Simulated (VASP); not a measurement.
Wanted: the native input for a VASP 6.6.1 run.

```yaml
Task: single point
Functional: PBE
Potentials_or_basis: VASP PAW PBE potentials, release 64 (Be, Cd_sv_GW, O)
Cutoff: 700 eV
k_mesh: 3 × 3 × 3
Occupations: gaussian, width 0.15 eV
Spin: no spin polarisation
Dipole_correction: no
Further_INCAR_settings: ALGO = Normal; EDIFF = 1e-06; NBANDS = 30
```

The structure of Be2CdO3 lies in POSCAR:

```
Be2CdO3
1.0
   -2.7007033205      2.7967057307      2.8125605671
    2.7007033205     -2.7967057307      2.8125605671
    2.7007033205      2.7967057307     -2.8125605671
Be Cd O
2 1 3
Direct
    0.0000000000      0.0000000000      0.0000000000
    0.5000000000      0.5000000000      0.0000000000
    0.0000000000      0.5000000000      0.5000000000
    0.2493826840      0.2493826840      0.0000000000
    0.7506173160      0.7506173160      0.0000000000
    0.5000000000      0.0000000000      0.5000000000
```

The cell was generated, and may not be a known phase.

One way to write it, as run:

INCAR

```
SYSTEM = Be2CdO3
ALGO = Normal
EDIFF = 1E-6
ENCUT = 700
GGA = PE
GGA_COMPAT = .False.
ISIF = 2
ISMEAR = 0
LASPH = .True.
LCHARG = .False.
LREAL = .False.
LWAVE = .False.
NBANDS = 30
NELM = 120
PREC = Accurate
SIGMA = 0.15
```

KPOINTS

```
k-points
0
Gamma
  3 3 3
  0 0 0
```

Potentials or basis: VASP PAW PBE potentials, release 64 (Be, Cd_sv_GW, O).

The run is started by

```console
$ cat potpaw_PBE.64/Be/POTCAR potpaw_PBE.64/Cd_sv_GW/POTCAR potpaw_PBE.64/O/POTCAR > POTCAR
$ mpirun -np 1 vasp_std > vasp.out
```

Results of the run:

```json
{
 "Pressure": "-0.6 GPa",
 "Largest force": "0.008 eV/Å",
 "Band gap on the k mesh": "zero (bands 21 and 22 overlap by 0.41 eV)"
}
```

Caveat: the k points lie up to 0.54 Å⁻¹ apart; semilocal functionals underestimate gaps, and a narrow one can read as zero.

Wall time 63 s on 1 thread of AMD EPYC 7R43 64-Core Processor (Zen 3), on a shared host, peak memory 0.24 GiB.
